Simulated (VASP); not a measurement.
# SnO2 (P6_3/mmc) in VASP: notebook

The runs below take SnO2 through single point, with PBE+D3(BJ).

All numbers are computed with VASP 6.6.1; they aren't measurements. Logs are shortened: lines on timing, memory, paths and dates and some standing lists are left out, and cuts for length are marked.

**1. The cell of the first run**

The structure is hexagonal, space group P6_3/mmc (No. 194). Conventional cell: a = 3.123 Å, b = 3.123 Å, c = 10.050 Å, α = 90.00°, β = 90.00°, γ = 120.00°. Sn (site symmetry -3m) has 6 O at 2.06 Å within 2.7 Å. O (site symmetry 3m) has 3 Sn at 2.06 Å and 3 O at 2.67 Å within 2.7 Å.

**2. Single point, PBE+D3(BJ) (14.15 Å³/atom)**

The input, INCAR:

```
ALGO = Normal
EDIFF = 1E-6
ENCUT = 520
GGA = PE
ISIF = 2
ISMEAR = 0
IVDW = 12
LASPH = T
LCHARG = F
LREAL = F
LWAVE = F
NBANDS = 35
NELM = 80
PREC = Accurate
SIGMA = 0.05
```

The input, KPOINTS:

```
k-points
0
Gamma
  12 12 4
```

The input, POSCAR:

```
SnO2
1.0
    3.1231580890      0.0000000000      0.0000000000
   -1.5615790445      2.7047342451      0.0000000000
    0.0000000000      0.0000000000     10.0498233765
Sn O
2 4
Direct
    0.0000000000      0.0000000000      0.5000000000
    0.0000000000      0.0000000000      0.0000000000
    0.6666666667      0.3333333333      0.4017901367
    0.6666666667      0.3333333333      0.0982098633
    0.3333333333      0.6666666667      0.5982098633
    0.3333333333      0.6666666667      0.9017901367
```

Potentials or basis: VASP PAW PBE potentials, release 64 (Sn_d, O).

Launch:

```sh
cat potpaw_PBE.64/Sn_d/POTCAR potpaw_PBE.64/O/POTCAR > POTCAR
mpirun -np 1 vasp_std > vasp.out
```

OUTCAR:

```text
EDIFF = 1E-6
   ENCUT = 520
   GGA = PE
   ISIF = 2
   ISMEAR = 0
   IVDW = 12
   LASPH = T
   LREAL = F
   NELM = 80
   PREC = Accurate
 IVDW          = 12

 ion  position               nearest neighbor table
   1  0.000  0.000  0.500-   3 2.06   5 2.06   5 2.06   3 2.06   3 2.06   5 2.06
   2  0.000  0.000  0.000-   4 2.06   6 2.06   6 2.06   4 2.06   4 2.06   6 2.06
   3  0.667  0.333  0.402-   1 2.06   1 2.06   1 2.06
   4  0.667  0.333  0.098-   2 2.06   2 2.06   2 2.06
   5  0.333  0.667  0.598-   1 2.06   1 2.06   1 2.06
   6  0.333  0.667  0.902-   2 2.06   2 2.06   2 2.06

  LATTYP: Found a hexagonal cell.
 ALAT       =     3.1231580890
 C/A-ratio  =     3.2178401125

  Lattice vectors:

 A1 = (   3.1231580890,   0.0000000000,   0.0000000000)
 A2 = (  -1.5615790445,   2.7047342451,   0.0000000000)
 A3 = (   0.0000000000,   0.0000000000,  10.0498233765)

Analysis of symmetry for initial positions (statically):
=====================================================================
 Subroutine PRICEL returns:
 Original cell was already a primitive cell.

 Routine SETGRP: Setting up the symmetry group for a
 hexagonal supercell.

 Subroutine GETGRP returns: Found 24 space group operations
 (whereof 12 operations were pure point group operations)
 out of a pool of 24 trial point group operations.

The static configuration has the point symmetry D_3d.
 The point group associated with its full space group is D_6h.

Analysis of symmetry for dynamics (positions and initial velocities):
=====================================================================
 Subroutine PRICEL returns:
 Original cell was already a primitive cell.

 Routine SETGRP: Setting up the symmetry group for a
 hexagonal supercell.

 Subroutine GETGRP returns: Found 24 space group operations
 (whereof 12 operations were pure point group operations)
 out of a pool of 24 trial point group operations.

The dynamic configuration has the point symmetry D_3d.
 The point group associated with its full space group is D_6h.

 Subroutine INISYM returns: Found 24 space group operations
 (whereof 12 operations are pure point group operations),
 and found     1 'primitive' translations

----------------------------------------------------------------------------------------

                                     Primitive cell

  volume of cell :      84.8940

  direct lattice vectors                    reciprocal lattice vectors
     3.123158089  0.000000000  0.000000000     0.320188723  0.184861045  0.000000000
    -1.561579044  2.704734245  0.000000000     0.000000000  0.369722091  0.000000000
     0.000000000  0.000000000 10.049823376     0.000000000  0.000000000  0.099504236

  length of vectors
     3.123158089  3.123158089 10.049823376     0.369722091  0.369722091  0.099504236

  position of ions in fractional coordinates (direct lattice)
     0.000000000  0.000000000  0.500000000
     0.000000000  0.000000000  0.000000000
     0.666666667  0.333333333  0.401790137
     0.666666667  0.333333333  0.098209863
     0.333333333  0.666666667  0.598209863
     0.333333333  0.666666667  0.901790137

  ion indices of the primitive-cell ions
   primitive index   ion index
                 1           1
                 2           2
                 3           3
                 4           4
                 5           5
                 6           6

----------------------------------------------------------------------------------------

 KPOINTS: k-points

Automatic generation of k-mesh.
 Grid dimensions read from file:
 generate k-points for:   12   12    4

 Generating k-lattice:

  Cartesian coordinates                     Fractional coordinates (reciprocal lattice)
     0.026682394  0.015405087  0.000000000     0.083333333 -0.000000000  0.000000000
     0.000000000  0.030810174  0.000000000     0.000000000  0.083333333  0.000000000
     0.000000000  0.000000000  0.024876059     0.000000000  0.000000000  0.250000000

  Length of vectors
     0.030810174  0.030810174  0.024876059

  Shift w.r.t. Gamma in fractional coordinates (k-lattice)
     0.000000000  0.000000000  0.000000000

 Subroutine IBZKPT returns following result:
 ===========================================

 Found     57 irreducible k-points:

 Following reciprocal coordinates:
            Coordinates               Weight
  0.000000  0.000000  0.000000      1.000000
  0.083333 -0.000000  0.000000      6.000000
  0.166667 -0.000000  0.000000      6.000000
  0.250000  0.000000  0.000000      6.000000
  0.333333 -0.000000  0.000000      6.000000
  0.416667  0.000000  0.000000      6.000000
[... 16 lines left out ...]
  0.250000  0.000000  0.250000     12.000000
  0.333333 -0.000000  0.250000     12.000000
 [... further k-points ...]
   k-points           NKPTS =     57   k-points in BZ     NKDIM =     57   number of bands    NBANDS=     35
   number of dos      NEDOS =    301   number of ions     NIONS =      6
   total plane-waves  NPLWV =  46080
   dimension x,y,z NGX =    24 NGY =   24 NGZ =   80
   dimension x,y,z NGXF=    48 NGYF=   48 NGZF=  160
   ions per type =               2   4
   NGX,Y,Z   is equivalent  to a cutoff of  12.78, 12.78, 13.23 a.u.
   NGXF,Y,Z  is equivalent  to a cutoff of  25.55, 25.55, 26.47 a.u.
 SYSTEM =  unknown system
   PREC   = accura    normal or accurate (medium, high low for compatibility)
   ISTART =      0    job   : 0-new  1-cont  2-samecut
   ICHARG =      2    charge: 1-file 2-atom 10-const
   ISPIN  =      1    spin polarized calculation?
   LNONCOLLINEAR =      F non collinear calculations
   LSORBIT =      F    spin-orbit coupling
   LASPH  =      T    aspherical Exc in radial PAW
   ENCUT  =  520.0 eV  38.22 Ry    6.18 a.u.   5.81  5.81 18.69*2*pi/ulx,y,z
   NELM   =     80;   NELMIN=  2; NELMDL= -5     # of ELM steps
   EDIFF  = 0.1E-05   stopping-criterion for ELM
   LREAL  =      F    real-space projection
   EDIFFG = 0.1E-04   stopping-criterion for IOM
   NSW    =      0    number of steps for IOM
   IBRION =     -1    ionic relax: 0-MD 1-quasi-New 2-CG
   NFREE  =      0    steps in history (QN), initial steepest desc. (CG)
   ISIF   =      2    stress and relaxation
   ISYM   =      2    0-nonsym 1-usesym 2-fastsym
   POTIM  = 0.5000    time-step for ionic-motion
   TEBEG  =    0.0;   TEEND  =   0.0 temperature during run
   PSTRESS=    0.0 pullay stress
   NELECT =      52.0000    total number of electrons
   NUPDOWN=      -1.0000    fix difference up-down
   EMIN   =  10.00;   EMAX   =-10.00  energy-range for DOS
   EFERMI =   0.00;   METHOD = LEGACY
   ISMEAR =     0;   SIGMA  =   0.05  broadening in eV -4-tet -1-fermi 0-gaus
   EFERMI_NEDOS =   21; number of points for ismear=-14 and -15
   IALGO  =     38    algorithm
   IMIX   =      4    mixing-type and parameters
     AMIX     =   0.40;   BMIX     =  1.00
     AMIX_MAG =   1.60;   BMIX_MAG =  1.00
  volume/ion in A,a.u.               =      14.15        95.48
  Fermi-wavevector in a.u.,A,eV,Ry     =   1.390327  2.627337 26.300185  1.933009
  Thomas-Fermi vector in A             =   2.514273
   LORBIT       =      0    0 simple, 1 ext, 2 COOP (PROOUT), +10 PAW based schemes
   GGA     = PE    functional components
   LHFCALC =     F    Hartree Fock is set to
   AEXX    =    0.0000 exact exchange contribution
   IVDW    =    12    specifies the selected vdW correction
   LEPSILON=     F    determine dielectric tensor
   LRPA    =     F    only Hartree local field effects (RPA)
 non-spin polarized calculation
 Gauss-broadening in eV      SIGMA  =   0.05
  energy-cutoff  :      520.00
  volume of cell :       84.89
 maximum number of plane-waves:      2304
 NGX is ok and might be reduce to    24
   NGX = 11   NGY = 11   NGZ = 37

 number of electron      51.9999999 magnetization

 Free energy of the ion-electron system (eV)
  ---------------------------------------------------
  ext. energy  EPLUGINS =         0.00000000
  ---------------------------------------------------
  free energy    TOTEN  =       -35.87866164 eV

  energy without entropy =      -35.87866164  energy(sigma->0) =      -35.87866164

 E-fermi :   3.7903     XC(G=0):  -9.9189

 val. band max:        3.5381185311   @ k =   0.2500   0.2500   0.0000
 cond. band min:       6.1408489400   @ k =   0.0000   0.0000   0.0000
 fundamental gap:      2.6027304088
 Fermi energy:         3.7903411773

 k-point     1 :       0.0000    0.0000    0.0000
  band No.  band energies     occupation
      1     -16.6894      2.00000
      2     -16.6836      2.00000
      3     -16.2624      2.00000
      4     -16.2624      2.00000
      5     -16.2623      2.00000
      6     -16.2623      2.00000
[... 27 lines left out ...]
     34      15.5791      0.00000
     35      15.5942      0.00000

 k-point     2 :       0.0833   -0.0000    0.0000
  band No.  band energies     occupation
      1     -16.6400      2.00000
      2     -16.6347      2.00000
      3     -16.3476      2.00000
      4     -16.3460      2.00000
      5     -16.2417      2.00000
      6     -16.2415      2.00000
[... 27 lines left out ...]
     34      15.5136      0.00000
     35      15.6678      0.00000

 k-point     3 :       0.1667   -0.0000    0.0000
  band No.  band energies     occupation
      1     -16.6485      2.00000
      2     -16.6435      2.00000
      3     -16.4325      2.00000
      4     -16.4291      2.00000
      5     -16.1892      2.00000
      6     -16.1891      2.00000
[... 27 lines left out ...]
     34      15.5029      0.00000
     35      16.1344      0.00000
[... 723 lines left out ...]
 k-point    23 :       0.2500    0.0000    0.2500
  band No.  band energies     occupation
      1     -16.9121      2.00000
      2     -16.9074      2.00000
      3     -16.2779      2.00000
      4     -16.2762      2.00000
      5     -16.1360      2.00000
      6     -16.1359      2.00000
[... 27 lines left out ...]
     34      15.4668      0.00000
     35      16.6833      0.00000

 k-point    24 :       0.3333   -0.0000    0.2500
  band No.  band energies     occupation
      1     -17.1569      2.00000
      2     -17.1516      2.00000
      3     -16.1853      2.00000
      4     -16.1844      2.00000
      5     -16.1137      2.00000
      6     -16.1135      2.00000
[... 27 lines left out ...]
     34      15.8074      0.00000
     35      16.4814      0.00000

 [... further k-points ...]

------------------------ aborting loop because EDIFF is reached ----------------------------------------

 Edisp (eV)   -1.07954

 E8    (eV) :    -0.4235

  FORCE on cell =-STRESS in cart. coord.  units (eV):
  Direction    XX          YY          ZZ          XY          YZ          ZX
  --------------------------------------------------------------------------------------
  -------------------------------------------------------------------------------------
  Total       9.29281     9.29281     4.55140     0.00000     0.00000    -0.00000
  in kB     175.38014   175.38014    85.89710     0.00000     0.00000    -0.00000
  external pressure =      145.55 kB  Pullay stress =        0.00 kB

 VOLUME and BASIS-vectors are now :
 -----------------------------------------------------------------------------
  energy-cutoff  :      520.00
  volume of cell :       84.89
      direct lattice vectors                 reciprocal lattice vectors
     3.123158089  0.000000000  0.000000000     0.320188723  0.184861045  0.000000000
    -1.561579044  2.704734245  0.000000000     0.000000000  0.369722091  0.000000000
     0.000000000  0.000000000 10.049823376     0.000000000  0.000000000  0.099504236

 POSITION                                       TOTAL-FORCE (eV/Angst)
 -----------------------------------------------------------------------------------
      0.00000      0.00000      5.02491         0.000000      0.000000      0.000000
      0.00000      0.00000      0.00000         0.000000      0.000000      0.000000
      1.56158      0.90158      4.03792        -0.000000      0.000000     -1.118041
      1.56158      0.90158      0.98699        -0.000000      0.000000      1.118041
     -0.00000      1.80316      6.01190         0.000000     -0.000000      1.118041
     -0.00000      1.80316      9.06283         0.000000     -0.000000     -1.118041
 -----------------------------------------------------------------------------------
    total drift:                               -0.000000      0.000000      0.000000

  FREE ENERGIE OF THE ION-ELECTRON SYSTEM (eV)
  ---------------------------------------------------
  free  energy   TOTEN  =       -36.9581979433 eV

  energy  without entropy=      -36.9581979433  energy(sigma->0) =      -36.95819794
```

Wall time 87 s (1 thread of Intel Xeon 6975P-C (Granite Rapids), shared host); peak memory 0.29 GiB.

What came out:

* Free energy: -36.9582 eV
* Pressure: 14.6 GPa
* Largest force: 1.118 eV/Å
* Band gap on the k mesh: 2.60 eV (least direct gap 3.11 eV)
* Dispersion energy per atom: -0.180 eV

Forces on the atoms (eV/Å):
```
Sn   0.000  0.000  0.000
Sn   0.000  0.000  0.000
O    0.000  0.000 -1.118
O    0.000  0.000  1.118
O    0.000  0.000  1.118
O    0.000  0.000 -1.118
```

Caveat: the cell stands under pressure; spin-orbit coupling is left out, which moves the levels of the heavy elements; forces of over 1 eV/Å act on the atoms, so gaps and moduli don't describe the material at rest.

(Continued in part 2 of 2.)
